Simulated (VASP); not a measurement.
# Mg (Im-3m) in VASP: notebook, part 2 of 2

VASP 6.6.1.

## 3. Single point, LDA (volume scaled by 0.45, level accurate)

Input file INCAR:

```
SYSTEM = Mg
PREC = Accurate
ENCUT = 520
EDIFF = 1E-7
ISMEAR = -1
SIGMA = 0.08
LREAL = .FALSE.
LASPH = .TRUE.
NELM = 100
ALGO = Normal
ISIF = 2
LWAVE = .FALSE.
LCHARG = .FALSE.
NBANDS = 7
```

Input file KPOINTS:

```
Automatic mesh
0
G
  15 15 15
  0 0 0
```

Input file POSCAR:

```
Mg
1.0
   -1.3440167569      1.3440167569      1.3440167569
    1.3440167569     -1.3440167569      1.3440167569
    1.3440167569      1.3440167569     -1.3440167569
Mg
1
Direct
    0.0000000000      0.0000000000      0.0000000000
```

Potentials or basis: VASP PAW LDA potentials, release 64 (Mg).

Started as:

```sh
$ cat potpaw_LDA.64/Mg/POTCAR > POTCAR
$ mpirun -np 1 vasp_std > vasp.out
```

OUTCAR:

```text
SYSTEM = Mg
   PREC = Accurate
   ENCUT = 520
   EDIFF = 1E-7
   ISMEAR = -1
   LREAL = .FALSE.
   LASPH = .TRUE.
   NELM = 100
   ISIF = 2

 ion  position               nearest neighbor table
   1  0.000  0.000  0.000-

  LATTYP: Found a body centered cubic cell.
 ALAT       =     2.6880335138

  Lattice vectors:

 A1 = (  -1.3440167569,   1.3440167569,   1.3440167569)
 A2 = (   1.3440167569,  -1.3440167569,   1.3440167569)
 A3 = (   1.3440167569,   1.3440167569,  -1.3440167569)

Analysis of symmetry for initial positions (statically):
=====================================================================
 Subroutine PRICEL returns:
 Original cell was already a primitive cell.

 Routine SETGRP: Setting up the symmetry group for a
 body centered cubic supercell.

 Subroutine GETGRP returns: Found 48 space group operations
[... 9 lines left out ...]

 Routine SETGRP: Setting up the symmetry group for a
 body centered cubic supercell.

 Subroutine GETGRP returns: Found 48 space group operations
[... 11 lines left out ...]
                                     Primitive cell
[... 131 lines left out ...]
  ext. energy  EPLUGINS =         0.00000000
  ---------------------------------------------------
  free energy    TOTEN  =         1.06699572 eV

  energy without entropy =        1.07309571  energy(sigma->0) =        1.07004571

 E-fermi :   9.0974     XC(G=0): -11.9491

 val. band max:        9.0629021936   @ k =   0.3333   0.3333   0.0000
 cond. band min:       9.1243609397   @ k =  -0.4667  -0.4667   0.1333
 fundamental gap:      0.0614587461
 Fermi energy:         9.0973578365

 k-point     1 :       0.0000    0.0000    0.0000
  band No.  band energies     occupation
      1      -2.2998      2.00000
      2      28.8807      0.00000
      3      28.8807      0.00000
      4      28.8807      0.00000
      5      32.2479      0.00000
      6      32.2479      0.00000
      7      34.5600      0.00000
[... 221 lines left out ...]
 k-point    24 :       0.4000    0.2000    0.0000
  band No.  band energies     occupation
      1       7.4276      2.00000
      2       9.0192      1.45326
      3      15.7834      0.00000
      4      25.5403      0.00000
      5      29.9401      0.00000
      6      35.6045      0.00000
      7      37.1082      0.00000

 [... further k-points ...]
[... 5 lines left out ...]
  --------------------------------------------------------------------------------------
  -------------------------------------------------------------------------------------
  Total        9.1611094      9.1611094      9.1611094      0.0000000      0.0000000      0.0000000
  in kB     1511.4180729   1511.4180729   1511.4180729      0.0000000      0.0000000      0.0000000
  external PRESSURE =    1511.4180729 kB  Pullay stress =       0.0000000 kB

 VOLUME and BASIS-vectors are now :
 -----------------------------------------------------------------------------
  energy-cutoff  :      520.00
  volume of cell :        9.71
      direct lattice vectors                 reciprocal lattice vectors
    -1.344016757  1.344016757  1.344016757     0.000000000  0.372019171  0.372019171
     1.344016757 -1.344016757  1.344016757     0.372019171  0.000000000  0.372019171
     1.344016757  1.344016757 -1.344016757     0.372019171  0.372019171  0.000000000

 POSITION                                       TOTAL-FORCE (eV/Angst)
 -----------------------------------------------------------------------------------
      0.00000      0.00000      0.00000        -0.000000      0.000000     -0.000000
 -----------------------------------------------------------------------------------
    total drift:                                0.000000     -0.000000     -0.000000

  FREE ENERGIE OF THE ION-ELECTRON SYSTEM (eV)
  ---------------------------------------------------
  free  energy   TOTEN  =         1.0669957154 eV

  energy  without entropy=        1.0730957060  energy(sigma->0) =        1.07004571
```

It took 3.1 s on 1 thread of Intel Xeon 6975P-C (Granite Rapids), shared host; peak memory 0.11 GiB.

What came out:

* Free energy: 1.0670 eV
* Pressure: 151.1 GPa
* Band gap on the k mesh: zero (band 1 reaches 12.03 eV, above the bottom of band 2 at 8.18 eV)

## 4. Single point, LDA (volume scaled by 0.52)

Input file INCAR:

```
PREC = Accurate ; ENCUT = 520
EDIFF = 1E-6 ; ISMEAR = -1
SIGMA = 0.08 ; LREAL = F
LASPH = T ; NELM = 60
ALGO = Normal ; ISIF = 2
LWAVE = F ; LCHARG = T
GGA = CA ; LELF = T
LVHAR = T ; NBANDS = 7
```

Input file KPOINTS:

```
Automatic mesh
0
Gamma
  15 15 15
```

Input file POSCAR:

```
Mg
1.0
   -1.4103761656      1.4103761656      1.4103761656
    1.4103761656     -1.4103761656      1.4103761656
    1.4103761656      1.4103761656     -1.4103761656
Mg
1
Direct
    0.0000000000      0.0000000000      0.0000000000
```

Started as:

```sh
$ cat potpaw_LDA.64/Mg/POTCAR > POTCAR
$ mpirun -np 1 vasp_std > vasp.out
```

It took 3.2 s on 1 thread of Intel Xeon 6975P-C (Granite Rapids), shared host; peak memory 0.11 GiB.

The run converged. Its results:

```yaml
Free_energy: -0.0598 eV
Pressure: 93.1 GPa
Band_gap_on_the_k_mesh: zero (band 1 reaches 10.68 eV, above the bottom of band 2 at 6.75 eV)
```

Levels at points of the mesh, in eV from the Fermi level:
```
           k point  band 1  band 2  band 3  band 4  band 5
(0.00, 0.00, 0.00)  -10.58   18.46   18.46   18.46   21.56
```

## 5. Single point, LDA (volume scaled by 0.52)

Input file INCAR:

```
SYSTEM = Mg
ALGO     = Normal         ! electronic algorithm
EDIFF    = 1E-7           ! SCF threshold, eV
ENCUT    = 520            ! plane-wave cutoff, eV
ISIF     = 2              ! what is computed and relaxed
ISMEAR   = -1             ! smearing method
LASPH    = .True.         ! aspherical terms in the spheres
LCHARG   = .False.        ! write CHGCAR
LREAL    = .False.        ! projectors in reciprocal space
LWAVE    = .False.        ! write WAVECAR
NBANDS   = 7              ! bands
NELM     = 100            ! most SCF steps
PREC     = Accurate       ! precision mode
SIGMA    = 0.08           ! smearing width, eV
```

Input file KPOINTS:

```
k-points
0
Gamma
  15 15 15
  0 0 0
```

POSCAR is that of step 4.

Started as:

```sh
$ cat potpaw_LDA.64/Mg/POTCAR > POTCAR
$ mpirun -np 1 vasp_std > vasp.out
```

Wall time 3.1 s (1 thread of Intel Xeon 6975P-C (Granite Rapids), shared host); peak memory 0.12 GiB.

The run converged. Its results:

```yaml
Free_energy: -0.0598 eV
Pressure: 93.1 GPa
Band_gap_on_the_k_mesh: zero (band 1 reaches 10.68 eV, above the bottom of band 2 at 6.75 eV)
```

Levels at points of the mesh, in eV from the Fermi level:
```tsv
k point	band 1	band 2	band 3	band 4
(0.00, 0.00, 0.00)	-10.58	18.46	18.46	18.46
```

## 6. Single point, LDA (volume scaled by 0.52)

Input file INCAR:

```
SYSTEM = Mg
ALGO = Normal
EDIFF = 1E-6
ENCUT = 520
GGA = CA
ISIF = 2
ISMEAR = -1
LASPH = .True.
LCHARG = .True.
LELF = .True.
LREAL = .False.
LVHAR = .True.
LWAVE = .False.
NBANDS = 7
NELM = 60
PREC = Accurate
SIGMA = 0.08
```

KPOINTS is that of step 5.

POSCAR is that of step 5.

Potentials or basis: VASP PAW LDA potentials, release 64 (Mg).

Started as:

```sh
$ cat potpaw_LDA.64/Mg/POTCAR > POTCAR
$ mpirun -np 1 vasp_std > vasp.out
```

It took 3.2 s on 1 thread of Intel Xeon 6975P-C (Granite Rapids), shared host; peak memory 0.11 GiB.

It converged, with:

| Quantity | Value |
| --- | --- |
| Free energy | -0.0598 eV |
| Pressure | 93.1 GPa |
| Band gap on the k mesh | zero (band 1 reaches 10.68 eV, above the bottom of band 2 at 6.75 eV) |

Levels at points of the mesh, in eV from the Fermi level:
```
           k point  band 1  band 2  band 3  band 4  band 5  band 6
(0.00, 0.00, 0.00)  -10.58   18.46   18.46   18.46   21.56   21.56
```
